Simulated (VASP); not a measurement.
Set up this calculation in VASP 6.6.1, as the native input.

* Task: single point
* Functional: PBE
* Potentials or basis: VASP PAW PBE potentials, release 64 (Li_sv, Br)
* Cutoff: 750 eV
* k mesh: 6 × 6 × 6
* Occupations: gaussian, width 0.01 eV
* Spin: no spin polarisation
* Dipole correction: no
* Further INCAR settings: ALGO = Normal; EDIFF = 1e-06; NBANDS = 12

The structure of LiBr lies in POSCAR:

```
LiBr
1.0
    0.0000000000      2.7822681144      2.7822681144
    2.7822681144      0.0000000000      2.7822681144
    2.7822681144      2.7822681144      0.0000000000
Li Br
1 1
Direct
    0.0000000000      0.0000000000      0.0000000000
    0.5000000000      0.5000000000      0.5000000000
```

This cell differs from its parent crystal: volume changed by +3%.

The input as run:

INCAR

```
SYSTEM = LiBr
  ALGO = Normal
  EDIFF = 1E-6
  ENCUT = 750
  GGA = PE
  GGA_COMPAT = .FALSE.
  ISIF = 2
  ISMEAR = 0
  LASPH = .TRUE.
  LCHARG = .FALSE.
  LREAL = .FALSE.
  LWAVE = .FALSE.
  NBANDS = 12
  NELM = 120
  PREC = Accurate
  SIGMA = 0.01
```

KPOINTS

```
k-points
0
G
  6 6 6
  0 0 0
```

Potentials or basis: VASP PAW PBE potentials, release 64 (Li_sv, Br).

Run with:

```console
$ cat potpaw_PBE.64/Li_sv/POTCAR potpaw_PBE.64/Br/POTCAR > POTCAR
$ mpirun -np 1 vasp_std > vasp.out
```

Results of the run:

```
Pressure               : -0.7 GPa
Band gap on the k mesh : 4.80 eV, direct
```

Wall time 14 s on 1 thread of Intel(R) Xeon(R) Platinum 8375C CPU @ 2.90GHz (Ice Lake), with other jobs on the host, peak memory 0.2 GiB.
